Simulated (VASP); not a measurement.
# HfC (Fm-3m) in VASP: density of states with PBE

Aim: the density of states of HfC with PBE.

Program: VASP 6.6.1. These are calculated values, not measurements. Logs are shortened: lines on timing, memory, paths and dates and some standing lists are left out, and cuts for length are marked.

**1. The cell of the first run**

It takes space group Fm-3m (No. 225, cubic). The conventional cell has a = 4.651 Å, b = 4.651 Å, c = 4.651 Å, α = 90.00°, β = 90.00°, γ = 90.00°. Within 3.1 Å of Hf (site symmetry m-3m) lie 6 C at 2.33 Å. C (site symmetry m-3m) has 6 Hf at 2.33 Å within 3.1 Å.

**2. Density of states, PBE**

POSCAR

```
HfC
1.0
    0.0000000000      2.3257467213      2.3257467213
    2.3257467213      0.0000000000      2.3257467213
    2.3257467213      2.3257467213      0.0000000000
Hf C
1 1
Direct
    0.5000000000      0.5000000000      0.5000000000
    0.0000000000      0.0000000000      0.0000000000
```

INCAR.step1

```
PREC = Accurate ; ENCUT = 520
EDIFF = 1E-6 ; ISMEAR = 0
SIGMA = 0.1 ; LREAL = F
LASPH = T ; NELM = 80
ALGO = Normal ; ISIF = 2
LWAVE = F ; LCHARG = T
LMAXMIX = 4 ; GGA = PE
NBANDS = 14
```

KPOINTS.step1

```
Automatic mesh
0
Gamma
  16 16 16
```

INCAR.step2

```
PREC = Accurate ; ENCUT = 520
EDIFF = 1E-6 ; ISMEAR = -5
SIGMA = 0.1 ; LREAL = F
LASPH = T ; NELM = 80
ALGO = Normal ; ISIF = 2
LWAVE = F ; LCHARG = F
LMAXMIX = 4 ; GGA = PE
LORBIT = 11 ; NEDOS = 1001
ICHARG = 11
```

KPOINTS.step2

```
Automatic mesh
0
Gamma
  24 24 24
```

Potentials or basis: VASP PAW PBE potentials, release 64 (Hf_pv, C).

Run with:

```bash
$ cat potpaw_PBE.64/Hf_pv/POTCAR potpaw_PBE.64/C/POTCAR > POTCAR
$ cp INCAR.step1 INCAR
$ cp KPOINTS.step1 KPOINTS
$ mpirun -np 1 vasp_std > vasp.out
$ cp INCAR.step2 INCAR
$ cp KPOINTS.step2 KPOINTS
$ mpirun -np 1 vasp_std > vasp.out
```

OUTCAR:

```text
PREC = Accurate
   ENCUT = 520
   EDIFF = 1E-6
   ISMEAR = -5
   LREAL = F
   LASPH = T
   NELM = 80
   ISIF = 2
   GGA = PE
   LORBIT = 11
   ICHARG = 11

 ion  position               nearest neighbor table
   1  0.500  0.500  0.500-   2 2.33   2 2.33   2 2.33   2 2.33   2 2.33   2 2.33
   2  0.000  0.000  0.000-   1 2.33   1 2.33   1 2.33   1 2.33   1 2.33   1 2.33

  LATTYP: Found a face centered cubic cell.
 ALAT       =     4.6514934426

  Lattice vectors:

 A1 = (   0.0000000000,   2.3257467213,   2.3257467213)
 A2 = (   2.3257467213,   0.0000000000,   2.3257467213)
 A3 = (   2.3257467213,   2.3257467213,   0.0000000000)

Analysis of symmetry for initial positions (statically):
=====================================================================
 Subroutine PRICEL returns:
 Original cell was already a primitive cell.

 Routine SETGRP: Setting up the symmetry group for a
 face centered cubic supercell.

 Subroutine GETGRP returns: Found 48 space group operations
 (whereof 48 operations were pure point group operations)
 out of a pool of 48 trial point group operations.

The static configuration has the point symmetry O_h .

Analysis of symmetry for dynamics (positions and initial velocities):
=====================================================================
 Subroutine PRICEL returns:
 Original cell was already a primitive cell.

 Routine SETGRP: Setting up the symmetry group for a
 face centered cubic supercell.

 Subroutine GETGRP returns: Found 48 space group operations
 (whereof 48 operations were pure point group operations)
 out of a pool of 48 trial point group operations.

The dynamic configuration has the point symmetry O_h .

 Subroutine INISYM returns: Found 48 space group operations
 (whereof 48 operations are pure point group operations),
 and found     1 'primitive' translations

----------------------------------------------------------------------------------------

                                     Primitive cell

  volume of cell :      25.1604

  direct lattice vectors                    reciprocal lattice vectors
     0.000000000  2.325746721  2.325746721    -0.214984717  0.214984717  0.214984717
     2.325746721  0.000000000  2.325746721     0.214984717 -0.214984717  0.214984717
     2.325746721  2.325746721  0.000000000     0.214984717  0.214984717 -0.214984717

  length of vectors
     3.289102556  3.289102556  3.289102556     0.372364452  0.372364452  0.372364452

  position of ions in fractional coordinates (direct lattice)
     0.500000000  0.500000000  0.500000000
     0.000000000  0.000000000  0.000000000

  ion indices of the primitive-cell ions
   primitive index   ion index
                 1           1
                 2           2

----------------------------------------------------------------------------------------

 KPOINTS: Automatic mesh

Automatic generation of k-mesh.
 Grid dimensions read from file:
 generate k-points for:   24   24   24

 Generating k-lattice:

  Cartesian coordinates                     Fractional coordinates (reciprocal lattice)
    -0.008957697  0.008957697  0.008957697     0.041666667  0.000000000  0.000000000
     0.008957697 -0.008957697  0.008957697     0.000000000  0.041666667  0.000000000
     0.008957697  0.008957697 -0.008957697     0.000000000  0.000000000  0.041666667

  Length of vectors
     0.015515186  0.015515186  0.015515186

  Shift w.r.t. Gamma in fractional coordinates (k-lattice)
     0.000000000  0.000000000  0.000000000

 TETIRR: Found   1864 inequivalent tetrahedra from    82944

 Subroutine IBZKPT returns following result:
 ===========================================

 Found    413 irreducible k-points:

 Following reciprocal coordinates:
            Coordinates               Weight
  0.000000  0.000000  0.000000      1.000000
  0.041667  0.000000  0.000000      8.000000
  0.083333  0.000000  0.000000      8.000000
  0.125000  0.000000  0.000000      8.000000
  0.166667  0.000000  0.000000      8.000000
  0.208333  0.000000  0.000000      8.000000
[... 16 lines left out ...]
  0.416667  0.041667  0.000000     24.000000
  0.458333  0.041667  0.000000     24.000000
 [... further k-points ...]
   k-points           NKPTS =    413   k-points in BZ     NKDIM =    413   number of bands    NBANDS=     11
   number of dos      NEDOS =   1001   number of ions     NIONS =      2
   total plane-waves  NPLWV =  13824
   dimension x,y,z NGX =    24 NGY =   24 NGZ =   24
   dimension x,y,z NGXF=    48 NGYF=   48 NGZF=   48
   ions per type =               1   1
   NGX,Y,Z   is equivalent  to a cutoff of  12.13, 12.13, 12.13 a.u.
   NGXF,Y,Z  is equivalent  to a cutoff of  24.26, 24.26, 24.26 a.u.
 SYSTEM =  unknown system
   PREC   = accura    normal or accurate (medium, high low for compatibility)
   ISTART =      0    job   : 0-new  1-cont  2-samecut
   ICHARG =     11    charge: 1-file 2-atom 10-const
   ISPIN  =      1    spin polarized calculation?
   LNONCOLLINEAR =      F non collinear calculations
   LSORBIT =      F    spin-orbit coupling
   LASPH  =      T    aspherical Exc in radial PAW
   ENCUT  =  520.0 eV  38.22 Ry    6.18 a.u.   6.12  6.12  6.12*2*pi/ulx,y,z
   NELM   =     80;   NELMIN=  2; NELMDL=  0     # of ELM steps
   EDIFF  = 0.1E-05   stopping-criterion for ELM
   LREAL  =      F    real-space projection
   EDIFFG = 0.1E-04   stopping-criterion for IOM
   NSW    =      0    number of steps for IOM
   IBRION =     -1    ionic relax: 0-MD 1-quasi-New 2-CG
   NFREE  =      0    steps in history (QN), initial steepest desc. (CG)
   ISIF   =      2    stress and relaxation
   ISYM   =      2    0-nonsym 1-usesym 2-fastsym
   POTIM  = 0.5000    time-step for ionic-motion
   TEBEG  =    0.0;   TEEND  =   0.0 temperature during run
   PSTRESS=    0.0 pullay stress
   NELECT =      14.0000    total number of electrons
   NUPDOWN=      -1.0000    fix difference up-down
   EMIN   =  10.00;   EMAX   =-10.00  energy-range for DOS
   EFERMI =   0.00;   METHOD = LEGACY
   ISMEAR =    -5;   SIGMA  =   0.10  broadening in eV -4-tet -1-fermi 0-gaus
   EFERMI_NEDOS =   21; number of points for ismear=-14 and -15
   IALGO  =     38    algorithm
   IMIX   =      4    mixing-type and parameters
     AMIX     =   0.40;   BMIX     =  1.00
     AMIX_MAG =   1.60;   BMIX_MAG =  1.00
  volume/ion in A,a.u.               =      12.58        84.90
  Fermi-wavevector in a.u.,A,eV,Ry     =   1.346517  2.544548 24.668823  1.813107
  Thomas-Fermi vector in A             =   2.474342
   LORBIT       =     11    0 simple, 1 ext, 2 COOP (PROOUT), +10 PAW based schemes
   GGA     = PE    functional components
   LHFCALC =     F    Hartree Fock is set to
   AEXX    =    0.0000 exact exchange contribution
   IVDW    =     0    specifies the selected vdW correction
   LEPSILON=     F    determine dielectric tensor
   LRPA    =     F    only Hartree local field effects (RPA)
 non-spin polarized calculation
 Fermi weights with tetrahedron method with Bloechl corrections
  energy-cutoff  :      520.00
  volume of cell :       25.16
 maximum number of plane-waves:       700

 number of electron      14.0000000 magnetization

 Free energy of the ion-electron system (eV)
  ---------------------------------------------------
  ext. energy  EPLUGINS =         0.00000000
  ---------------------------------------------------
  free energy    TOTEN  =       -21.04589061 eV

  energy without entropy =      -21.04589061  energy(sigma->0) =      -21.04589061

 E-fermi :   5.9508     XC(G=0): -12.2805

 val. band max:        5.9793845356   @ k =   0.1250   0.0833   0.0000
 cond. band min:       5.8408421806   @ k =   0.2083   0.2083   0.0000
 fundamental gap:     -0.1385423550
 Fermi energy:         5.9508324953

 k-point     1 :       0.0000    0.0000    0.0000
  band No.  band energies     occupation
      1     -23.6313      2.00000
      2     -23.6313      2.00000
      3     -23.6313      2.00000
      4      -6.3582      2.00000
      5       6.9456      0.00000
      6       6.9456      0.00000
      7       6.9456      0.00000
      8       7.3370      0.00000
      9       7.3370      0.00000
     10       7.3370      0.00000
     11       9.3334      0.00000

 k-point     2 :       0.0417    0.0000    0.0000
  band No.  band energies     occupation
      1     -23.6436      2.00000
      2     -23.6325      2.00000
      3     -23.6325      2.00000
      4      -6.3144      2.00000
      5       6.5188     -0.20792
      6       6.6732      0.00000
      7       6.6732      0.00000
      8       7.4644      0.00000
      9       7.4644      0.00000
     10       7.6499      0.00000
     11       9.5690      0.00000

 k-point     3 :       0.0833    0.0000    0.0000
  band No.  band energies     occupation
      1     -23.6794      2.00000
      2     -23.6359      2.00000
      3     -23.6359      2.00000
      4      -6.1844      2.00000
      5       5.8616      1.66047
      6       6.1756      0.19859
      7       6.1756     -0.03923
      8       7.6557      0.00000
      9       7.6557      0.00000
     10       7.9899      0.00000
     11      10.1457      0.00000

 k-point     4 :       0.1250    0.0000    0.0000
  band No.  band energies     occupation
      1     -23.7358      2.00000
      2     -23.6414      2.00000
      3     -23.6414      2.00000
      4      -5.9728      2.00000
      5       5.1409      2.00000
      6       5.6368      2.04434
      7       5.6368      2.16504
      8       7.8934      0.00000
      9       7.8934      0.00000
     10       8.2505      0.00000
     11      10.8913      0.00000

 k-point     5 :       0.1667    0.0000    0.0000
  band No.  band energies     occupation
      1     -23.8083      2.00000
      2     -23.6485      2.00000
      3     -23.6485      2.00000
      4      -5.6872      2.00000
      5       4.3948      2.00000
      6       5.1140      2.00000
      7       5.1140      2.00000
      8       8.1953      0.00000
      9       8.1953      0.00000
     10       8.4677      0.00000
     11      11.7203      0.00000
[... 211 lines left out ...]
 k-point    21 :       0.3333    0.0417    0.0000
  band No.  band energies     occupation
      1     -24.1173      2.00000
      2     -23.6904      2.00000
      3     -23.6792      2.00000
      4      -4.1702      2.00000
      5       1.7422      2.00000
      6       3.5362      2.00000
      7       3.7316      2.00000
      8       9.1048      0.00000
      9       9.9656      0.00000
     10      10.0839      0.00000
     11      14.4576      0.00000

 k-point    22 :       0.3750    0.0417    0.0000
  band No.  band energies     occupation
      1     -24.1876      2.00000
      2     -23.6966      2.00000
      3     -23.6882      2.00000
      4      -3.7066      2.00000
      5       1.1237      2.00000
      6       3.2931      2.00000
      7       3.4509      2.00000
      8       9.5600      0.00000
      9      10.4444      0.00000
     10      10.5455      0.00000
     11      14.5916      0.00000

 k-point    23 :       0.4167    0.0417    0.0000
  band No.  band energies     occupation
      1     -24.2432      2.00000
      2     -23.7009      2.00000
      3     -23.6962      2.00000
      4      -3.2607      2.00000
      5       0.5696      2.00000
      6       3.1191      2.00000
      7       3.2346      2.00000
      8      10.0626      0.00000
      9      10.9292      0.00000
     10      10.9405      0.00000
     11      13.9929      0.00000

 k-point    24 :       0.4583    0.0417    0.0000
  band No.  band energies     occupation
      1     -24.2808      2.00000
      2     -23.7029      2.00000
      3     -23.7025      2.00000
      4      -2.8829      2.00000
      5       0.1248      2.00000
      6       3.0145      2.00000
      7       3.0852      2.00000
      8      10.5771      0.00000
      9      11.2029      0.00000
     10      11.3717      0.00000
     11      13.3051      0.00000

 [... further k-points ...]
[... 5 lines left out ...]
  --------------------------------------------------------------------------------------
  -------------------------------------------------------------------------------------
  Total       -0.1068182     -0.1068182     -0.1068182      0.0000000      0.0000000      0.0000000
  in kB       -6.8020294     -6.8020294     -6.8020294      0.0000000      0.0000000      0.0000000
  external PRESSURE =      -6.8020294 kB  Pullay stress =       0.0000000 kB

 VOLUME and BASIS-vectors are now :
 -----------------------------------------------------------------------------
  energy-cutoff  :      520.00
  volume of cell :       25.16
      direct lattice vectors                 reciprocal lattice vectors
     0.000000000  2.325746721  2.325746721    -0.214984717  0.214984717  0.214984717
     2.325746721  0.000000000  2.325746721     0.214984717 -0.214984717  0.214984717
     2.325746721  2.325746721  0.000000000     0.214984717  0.214984717 -0.214984717

 POSITION                                       TOTAL-FORCE (eV/Angst)
 -----------------------------------------------------------------------------------
      2.32575      2.32575      2.32575        -0.000000      0.000000     -0.000000
      0.00000      0.00000      0.00000         0.000000     -0.000000      0.000000
 -----------------------------------------------------------------------------------
    total drift:                                0.000000     -0.000000      0.000000

  FREE ENERGIE OF THE ION-ELECTRON SYSTEM (eV)
  ---------------------------------------------------
  free  energy   TOTEN  =       -21.0458906069 eV

  energy  without entropy=      -21.0458906069  energy(sigma->0) =      -21.04589061

 total charge

# of ion       s       p       d       tot
------------------------------------------
    1        0.311   6.618   1.659   8.588
    2        0.873   1.514   0.000   2.387
--------------------------------------------------
tot          1.184   8.131   1.659  10.975
```

Wall time 50 s (1 thread of Intel Xeon Platinum 8488C (Sapphire Rapids), shared host); peak memory 0.25 GiB.

What came out:

* Valence electrons inside the program's atomic spheres: Hf 8.59; C 2.39

Caveat: spin-orbit coupling is left out, which moves the levels of the heavy elements; tetrahedron occupations give inexact forces and stress in metals.
